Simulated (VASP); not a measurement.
Runs of VASP 6.6.1 on C. The structure is that of space group Fmmm (No. 69), or close to it. The cells are those of the table. 

| cell | gap on the mesh (eV) | pressure (GPa) |
| --- | --- | --- |
| a = 2.456, b = 4.253, c = 7.116 Å, 8 atoms | - | 0.7 |
| a = 2.456, b = 4.253, c = 7.044 Å, 8 atoms | none | 0.7 |
| a = 2.456, b = 4.253, c = 7.187 Å, 8 atoms | 0.09 | 0.6 |
| a = 2.505, b = 4.338, c = 7.166 Å, 8 atoms | none | (a) |

Alike in all rows: task single point; level r2SCAN; potentials or basis VASP PAW PBE potentials, release 64 (C); no spin polarisation; k mesh 14 × 8 × 6; cutoff (eV) 520; smearing gaussian 0.1 eV.

Estimate the missing entries.

(a) -14.0.

Caveats: the PAW data sets were made with another functional, which shifts forces and pressure a little.

A k mesh can miss the band edges.

A gap of «none» marks levels without a gap at the run's occupations.
